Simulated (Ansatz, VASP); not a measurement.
**One calculation of CoO, two programs**

```
Co O
1.0
     4.16652    0.00000    0.00000
     0.00000   -4.16652    0.00000
     0.00000    0.00000   -4.16652
Co O
4 4
Direct
  0.00000 0.00000 0.00000
  0.50000 0.50000 0.00000
  0.50000 0.00000 0.50000
  0.00000 0.50000 0.50000
  0.50000 0.00000 0.00000
  0.00000 0.50000 0.00000
  0.00000 0.00000 0.50000
  0.50000 0.50000 0.50000
```

Alike in both runs: task relaxation of cell and atoms; functional PBEsol; k mesh 8 × 8 × 8; occupations gaussian, width 0.1 eV; collinear spin.

|  | VASP | Ansatz |
| --- | --- | --- |
| version | VASP 6.6.1 | Ansatz 0.2.0 |
| potentials or method | VASP PAW PBE potentials, release 64 (Co, O), cutoff 600 eV | scalar-relativistic, plane waves, PAW |
| valence electrons in the cell | 60 | 92 |

```csv
,VASP,Ansatz,Ansatz less VASP
"gap on the k mesh at the Fermi level, each at its own relaxed structure (eV)",none,none,-
net moment per atom (μB),1.33,1.40,+0.077
size of the moment on the site where the two differ most (μB),0.25,0.31,+0.054
relaxed volume (Å³/atom),8.98,9.07,+0.091
relaxed cell length with the largest relative difference (Å),4.157,4.171,+0.0140
```

VASP's potentials were made for PBE, not for PBEsol. Site moments also hang on the region over which each program counts them. A gap of «none» marks a metal or a gap that the smearing closes. VASP's potentials hold 60 valence electrons a cell and Ansatz's 92, so a difference there can come from the potentials and not from the codes.
